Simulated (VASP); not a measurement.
# Al2O3 (P-3m1) in VASP: notebook

Runs on Al2O3. Level: PBEsol. Tasks: single point, relaxation of cell and atoms.

Everything below comes from runs of VASP 6.6.1. Logs are shortened: lines on timing, memory, paths and dates and some standing lists are left out, and cuts for length are marked.

### 1 The cell of the first run

The structure is trigonal, space group P-3m1 (No. 164). Conventional cell: a = 2.960 Å, b = 2.960 Å, c = 7.086 Å, α = 90.00°, β = 90.00°, γ = 120.00°. Within 2.2 Å of Al (site symmetry 3m) lie 4 O at 1.66 to 1.81 Å. O (site symmetry 3m) has 3 Al at 1.81 Å within 2.4 Å. O (site symmetry -3m) has 2 Al at 1.66 Å within 2.2 Å.

### 2 Single point, PBEsol

INCAR reads:

```
PREC = Accurate ; ENCUT = 520
EDIFF = 1E-6 ; ISMEAR = 0
SIGMA = 0.01 ; LREAL = F
LASPH = T ; NELM = 80
ALGO = Normal ; ISIF = 2
LWAVE = F ; LCHARG = F
GGA = PS ; NBANDS = 20
```

KPOINTS reads:

```
Automatic mesh
0
Gamma
  12 12 4
```

POSCAR reads:

```
Al2O3
1.0
    2.9597470091      0.0000000000      0.0000000000
   -1.4798735045      2.5632160986      0.0000000000
    0.0000000000      0.0000000000      7.0856824692
Al O
2 3
Direct
    0.0000000000      0.0000000000      0.2651840185
    0.0000000000      0.0000000000      0.7348159815
    0.3333333333      0.6666666667      0.1810130847
    0.6666666667      0.3333333333      0.8189869153
    0.0000000000      0.0000000000      0.5000000000
```

Potentials or basis: VASP PAW PBE potentials, release 64 (Al, O).

Run with:

```sh
$ cat potpaw_PBE.64/Al/POTCAR potpaw_PBE.64/O/POTCAR > POTCAR
$ mpirun -np 1 vasp_std > vasp.out
```

OUTCAR:

```text
PREC = Accurate
   ENCUT = 520
   EDIFF = 1E-6
   ISMEAR = 0
   LREAL = F
   LASPH = T
   NELM = 80
   ISIF = 2
   GGA = PS

 ion  position               nearest neighbor table
   1  0.000  0.000  0.265-   5 1.66   3 1.81   3 1.81   3 1.81   2 3.33
   2  0.000  0.000  0.735-   5 1.66   4 1.81   4 1.81   4 1.81   1 3.33
   3  0.333  0.667  0.181-   1 1.81   1 1.81   1 1.81
   4  0.667  0.333  0.819-   2 1.81   2 1.81   2 1.81
   5  0.000  0.000  0.500-   1 1.66   2 1.66

  LATTYP: Found a hexagonal cell.
 ALAT       =     2.9597470091
 C/A-ratio  =     2.3940162613

  Lattice vectors:

 A1 = (   2.9597470091,   0.0000000000,   0.0000000000)
 A2 = (  -1.4798735045,   2.5632160986,   0.0000000000)
 A3 = (   0.0000000000,   0.0000000000,   7.0856824692)

Analysis of symmetry for initial positions (statically):
=====================================================================
 Subroutine PRICEL returns:
 Original cell was already a primitive cell.

 Routine SETGRP: Setting up the symmetry group for a
 hexagonal supercell.

 Subroutine GETGRP returns: Found 12 space group operations
 (whereof 12 operations were pure point group operations)
 out of a pool of 24 trial point group operations.

The static configuration has the point symmetry D_3d.

Analysis of symmetry for dynamics (positions and initial velocities):
=====================================================================
 Subroutine PRICEL returns:
 Original cell was already a primitive cell.

 Routine SETGRP: Setting up the symmetry group for a
 hexagonal supercell.

 Subroutine GETGRP returns: Found 12 space group operations
 (whereof 12 operations were pure point group operations)
 out of a pool of 24 trial point group operations.

The dynamic configuration has the point symmetry D_3d.

 Subroutine INISYM returns: Found 12 space group operations
 (whereof 12 operations are pure point group operations),
 and found     1 'primitive' translations

----------------------------------------------------------------------------------------

                                     Primitive cell

  volume of cell :      53.7553
[... 90 lines left out ...]
   LNONCOLLINEAR =      F non collinear calculations
   LSORBIT =      F    spin-orbit coupling
   LASPH  =      T    aspherical Exc in radial PAW
   ENCUT  =  520.0 eV  38.22 Ry    6.18 a.u.   5.50  5.50 13.17*2*pi/ulx,y,z
   NELM   =     80;   NELMIN=  2; NELMDL= -5     # of ELM steps
   EDIFF  = 0.1E-05   stopping-criterion for ELM
   LREAL  =      F    real-space projection
   EDIFFG = 0.1E-04   stopping-criterion for IOM
   NSW    =      0    number of steps for IOM
   IBRION =     -1    ionic relax: 0-MD 1-quasi-New 2-CG
   NFREE  =      0    steps in history (QN), initial steepest desc. (CG)
   ISIF   =      2    stress and relaxation
   ISYM   =      2    0-nonsym 1-usesym 2-fastsym
   POTIM  = 0.5000    time-step for ionic-motion
   TEBEG  =    0.0;   TEEND  =   0.0 temperature during run
   PSTRESS=    0.0 pullay stress
   NELECT =      24.0000    total number of electrons
   NUPDOWN=      -1.0000    fix difference up-down
   EMIN   =  10.00;   EMAX   =-10.00  energy-range for DOS
   EFERMI =   0.00;   METHOD = LEGACY
   ISMEAR =     0;   SIGMA  =   0.01  broadening in eV -4-tet -1-fermi 0-gaus
   EFERMI_NEDOS =   21; number of points for ismear=-14 and -15
   IALGO  =     38    algorithm
   IMIX   =      4    mixing-type and parameters
     AMIX     =   0.40;   BMIX     =  1.00
     AMIX_MAG =   1.60;   BMIX_MAG =  1.00
  volume/ion in A,a.u.               =      10.75        72.55
  Fermi-wavevector in a.u.,A,eV,Ry     =   1.251233  2.364487 21.301053  1.565583
  Thomas-Fermi vector in A             =   2.385190
   LORBIT       =      0    0 simple, 1 ext, 2 COOP (PROOUT), +10 PAW based schemes
   GGA     = PS    functional components
   LHFCALC =     F    Hartree Fock is set to
   AEXX    =    0.0000 exact exchange contribution
   IVDW    =     0    specifies the selected vdW correction
   LEPSILON=     F    determine dielectric tensor
   LRPA    =     F    only Hartree local field effects (RPA)
 non-spin polarized calculation
 Gauss-broadening in eV      SIGMA  =   0.01
  energy-cutoff  :      520.00
  volume of cell :       53.76
 maximum number of plane-waves:      1482
 NGX is ok and might be reduce to    24
   NGX = 11   NGY = 11   NGZ = 27

 number of electron      23.9999998 magnetization

 Free energy of the ion-electron system (eV)
  ---------------------------------------------------
  ext. energy  EPLUGINS =         0.00000000
  ---------------------------------------------------
  free energy    TOTEN  =       -37.67034032 eV

  energy without entropy =      -37.67034032  energy(sigma->0) =      -37.67034032

 E-fermi :   4.8440     XC(G=0): -10.5531

 val. band max:        4.7705310677   @ k =   0.0000   0.0000   0.0000
 cond. band min:       7.2614000697   @ k =   0.0000   0.0000   0.0000
 fundamental gap:      2.4908690020
 Fermi energy:         4.8440496572

 k-point     1 :       0.0000    0.0000    0.0000
  band No.  band energies     occupation
      1     -15.1910      2.00000
      2     -14.8261      2.00000
      3     -12.2131      2.00000
      4      -1.2427      2.00000
      5      -0.3158      2.00000
      6       0.8937      2.00000
[... 541 lines left out ...]
     19      17.8095      0.00000
     20      18.1343      0.00000

 [... further k-points ...]

------------------------ aborting loop because EDIFF is reached ----------------------------------------

  FORCE on cell =-STRESS in cart. coord.  units (eV):
  Direction    XX          YY          ZZ          XY          YZ          ZX
  --------------------------------------------------------------------------------------
  -------------------------------------------------------------------------------------
  Total        1.7295831      1.7295831      1.9358184      0.0000000      0.0000000     -0.0000000
  in kB       51.5502180     51.5502180     57.6970617      0.0000000      0.0000000     -0.0000000
  external PRESSURE =      53.5991659 kB  Pullay stress =       0.0000000 kB

 VOLUME and BASIS-vectors are now :
 -----------------------------------------------------------------------------
  energy-cutoff  :      520.00
  volume of cell :       53.76
      direct lattice vectors                 reciprocal lattice vectors
     2.959747009  0.000000000  0.000000000     0.337866715  0.195067439  0.000000000
    -1.479873504  2.563216099  0.000000000     0.000000000  0.390134878  0.000000000
     0.000000000  0.000000000  7.085682469     0.000000000  0.000000000  0.141129666

 POSITION                                       TOTAL-FORCE (eV/Angst)
 -----------------------------------------------------------------------------------
      0.00000      0.00000      1.87901        -0.000000      0.000000     -0.095006
      0.00000      0.00000      5.20667        -0.000000     -0.000000      0.095006
     -0.00000      1.70881      1.28260         0.000000      0.000000      0.000156
      1.47987      0.85441      5.80308         0.000000      0.000000     -0.000156
      0.00000      0.00000      3.54284        -0.000000      0.000000      0.000000
 -----------------------------------------------------------------------------------
    total drift:                                0.000000     -0.000000      0.000000

  FREE ENERGIE OF THE ION-ELECTRON SYSTEM (eV)
  ---------------------------------------------------
  free  energy   TOTEN  =       -37.6703403172 eV

  energy  without entropy=      -37.6703403172  energy(sigma->0) =      -37.67034032
```

Run time: 57 s. Hardware: 1 thread of Intel Xeon 8259CL, shared host; peak memory 0.21 GiB.

Results:

| Item | Value |
| --- | --- |
| Free energy | -37.6703 eV |
| Pressure | 5.4 GPa |
| Largest force | 0.095 eV/Å |
| Band gap on the k mesh | 2.49 eV |

Forces in eV/Å, atoms in the order of the input:
```
Al   0.000  0.000 -0.095
Al   0.000  0.000  0.095
O    0.000  0.000  0.000
O    0.000  0.000  0.000
O    0.000  0.000  0.000
```

Levels at points of the mesh, in eV from the valence-band top:
```
           k point  band 10  band 11  band 12  band 13  band 14  band 15
(0.00, 0.00, 0.00)    -2.22     0.00     0.00     2.49     4.78     7.64
(0.50, 0.00, 0.00)    -3.20    -1.97    -0.54     4.30     6.37     8.34
(0.00, 0.00, 0.50)    -3.46     0.00     0.00     3.53     3.81     8.29
(0.50, 0.00, 0.50)    -3.57    -1.84    -0.53     5.05     5.36     8.41
```

Caveat: the cell stands under pressure; the PAW data sets were made with another functional, which shifts forces and pressure a little. A k mesh can miss the band edges.

### 3 Relaxation of cell and atoms, PBEsol, target pressure 5 GPa, at which the enthalpy is minimised

This run uses another cell than the first one, of 11.95 Å³/atom.

INCAR reads:

```
ALGO = Normal ; EDIFF = 1E-6
EDIFFG = -0.01 ; ENCUT = 600
GGA = PS ; IBRION = 2
ISIF = 3 ; ISMEAR = 0
LASPH = True ; LCHARG = False
LREAL = False ; LWAVE = False
NELM = 80 ; NSW = 80
PREC = Accurate ; PSTRESS = 50.0
SIGMA = 0.01
```

KPOINTS reads:

```
k-points
0
Gamma
  12 12 4
```

POSCAR reads:

```
Al2O3
1.0
    3.0174830000      0.0000000000      0.0000000000
   -1.5087415000      2.6132169335      0.0000000000
    0.0000000000      0.0000000000      7.5746360000
Al O
2 3
Direct
    0.0000000000      0.0000000000      0.2779510000
    0.0000000000      0.0000000000      0.7220490000
    0.3333330000      0.6666670000      0.1994540000
    0.6666670000      0.3333330000      0.8005460000
    0.0000000000      0.0000000000      0.5000000000
```

Potentials or basis: VASP PAW PBE potentials, release 64 (Al, O).

Run with:

```sh
$ cat potpaw_PBE.64/Al/POTCAR potpaw_PBE.64/O/POTCAR > POTCAR
$ mpirun -np 1 vasp_std > vasp.out
```

OUTCAR:

```text
EDIFF = 1E-6
   EDIFFG = -0.01
   ENCUT = 600
   GGA = PS
   IBRION = 2
   ISIF = 3
   ISMEAR = 0
   LASPH = True
   LREAL = False
   NELM = 80
   NSW = 80
   PREC = Accurate
   PSTRESS = 50.0

 ion  position               nearest neighbor table
   1  0.000  0.000  0.278-   5 1.68   3 1.84   3 1.84   3 1.84   2 3.36
   2  0.000  0.000  0.722-   5 1.68   4 1.84   4 1.84   4 1.84   1 3.36
   3  0.333  0.667  0.199-   1 1.84   1 1.84   1 1.84
   4  0.667  0.333  0.801-   2 1.84   2 1.84   2 1.84
   5  0.000  0.000  0.500-   1 1.68   2 1.68

  LATTYP: Found a hexagonal cell.
 ALAT       =     3.0174830000
 C/A-ratio  =     2.5102497678

  Lattice vectors:

 A1 = (   3.0174830000,   0.0000000000,   0.0000000000)
 A2 = (  -1.5087415000,   2.6132169335,   0.0000000000)
 A3 = (   0.0000000000,   0.0000000000,   7.5746360000)

[... 194 lines left out ...]
      3     -13.0430      2.00000
      4      -2.1406      2.00000
      5      -0.7774      2.00000
      6       0.0110      2.00000
[... 565 lines left out ...]
  energy  without entropy=      -37.7306182951  energy(sigma->0) =      -37.73061830

  enthalpy is  TOTEN    =       -35.9541972529 eV   P V=        1.7764210422

[... ionic steps 4 to 15 ...]

--------------------------------------- Ionic step       16  -------------------------------------------

 number of electron      23.9999997 magnetization

------------------------ aborting loop because EDIFF is reached ----------------------------------------
[... 77 lines left out ...]
--------------------------------------- Ionic step       18  -------------------------------------------

 number of electron      23.9999997 magnetization

 Free energy of the ion-electron system (eV)
  ---------------------------------------------------
  ext. energy  EPLUGINS =         0.00000000
  ---------------------------------------------------
  free energy    TOTEN  =       -37.69299808 eV

  energy without entropy =      -37.69299808  energy(sigma->0) =      -37.69299808

 E-fermi :   4.8508     XC(G=0): -10.5635

 val. band max:        4.8055824281   @ k =   0.0000   0.0000   0.0000
 cond. band min:       7.2715121978   @ k =   0.0000   0.0000   0.0000
 fundamental gap:      2.4659297697
 Fermi energy:         4.8507543079

 k-point     1 :       0.0000    0.0000    0.0000
  band No.  band energies     occupation
      1     -15.1873      2.00000
      2     -14.8180      2.00000
      3     -12.1801      2.00000
      4      -1.2198      2.00000
      5      -0.3204      2.00000
      6       0.8963      2.00000
[... 483 lines left out ...]
  energy  without entropy=      -37.6929980834  energy(sigma->0) =      -37.69299808

  enthalpy is  TOTEN    =       -36.0178549596 eV   P V=        1.6751431238

 reached required accuracy - stopping structural energy minimisation
```

CONTCAR:

```text
Al2O3
   1.00000000000000
     2.9594797537855015    0.0000000000000000   -0.0000000000000000
    -1.4797398768927508    2.5629846487850569    0.0000000000000000
     0.0000000000000000   -0.0000000000000000    7.0767054378783643
  Al              O
     2     3
Direct
     0.0000000000000000    0.0000000000000000    0.2646075059015984
     0.0000000000000000    0.0000000000000000    0.7353924940984017
     0.3333330000000032    0.6666669999999968    0.1804354653604986
     0.6666669999999968    0.3333330000000032    0.8195645346395013
     1.0000000000000000    0.0000000000000000    0.5000000000000000

  0.00000000E+00  0.00000000E+00  0.00000000E+00
  0.00000000E+00  0.00000000E+00  0.00000000E+00
  0.00000000E+00  0.00000000E+00  0.00000000E+00
  0.00000000E+00  0.00000000E+00  0.00000000E+00
  0.00000000E+00  0.00000000E+00  0.00000000E+00
```

Run time: 9 min. Hardware: 1 thread of Intel Xeon 8259CL, shared host; peak memory 0.23 GiB.

What came out:

- Free energy: -37.6930 eV
- Relaxed volume: 10.74 Å³/atom
- Relaxed cell: a = 2.959 Å, b = 2.959 Å, c = 7.077 Å, α = 90.00°, β = 90.00°, γ = 120.00°
- Space group after relaxing (to 0.1 Å): P-3m1 (No. 164)
- Energy change on relaxing (the run minimises the enthalpy): +8.7 meV/atom
- Ionic steps: 18
- Pressure after relaxing: 5.0 GPa
- Largest force after relaxing: 0.008 eV/Å
- Band gap on the k mesh: 2.47 eV

Forces in eV/Å, atoms in the order of the input:
```
Al   0.000  0.000 -0.008
Al   0.000  0.000  0.008
O    0.000  0.000 -0.005
O    0.000  0.000  0.005
O    0.000  0.000  0.000
```

The path:
| step | energy change (eV) | largest force (eV/Å) | pressure (GPa) | volume (Å³) |
| --- | --- | --- | --- | --- |
| 1 | 0.0000 | 0.1892 | -3.70 | 59.73 |
| 2 | 0.1694 | 0.7991 | 14.94 | 54.30 |
| 3 | 0.0060 | 0.3354 | 4.81 | 56.92 |
| 4 | 0.0197 | 0.5294 | 4.77 | 56.48 |
| 5 | 0.0075 | 0.3159 | 4.75 | 56.70 |
| 6 | 0.0095 | 0.1626 | 4.83 | 56.35 |
| 7 | 0.0230 | 0.3128 | 5.00 | 55.79 |
| 8 | 0.0244 | 0.2938 | 5.01 | 55.56 |
| 9 | 0.0311 | 0.2395 | 5.00 | 54.85 |
| 10 | 0.0591 | 0.2201 | 5.37 | 53.45 |
| 11 | 0.0450 | 0.0238 | 5.18 | 53.64 |
| 12 | 0.0446 | 0.0185 | 5.16 | 53.65 |
| 13 | 0.0418 | 0.0298 | 4.74 | 53.74 |
| 14 | 0.0434 | 0.0130 | 4.98 | 53.69 |
| 15 | 0.0432 | 0.0211 | 4.94 | 53.69 |
| 16 | 0.0433 | 0.0159 | 4.95 | 53.69 |
| 17 | 0.0433 | 0.0129 | 4.95 | 53.69 |
| 18 | 0.0437 | 0.0077 | 4.96 | 53.68 |

Final structure:
```
Al O
1.0
     2.95948    0.00000    0.00000
    -1.47974    2.56298    0.00000
     0.00000    0.00000    7.07671
Al O
2 3
Direct
  0.00000 0.00000 0.26461
  0.00000 0.00000 0.73539
  0.33333 0.66667 0.18044
  0.66667 0.33333 0.81956
  0.00000 0.00000 0.50000
```

Caveat: the cell is relaxed towards a set pressure, so the run minimises the enthalpy, not the energy; the PAW data sets were made with another functional, which shifts forces and pressure a little. A k mesh can miss the band edges.
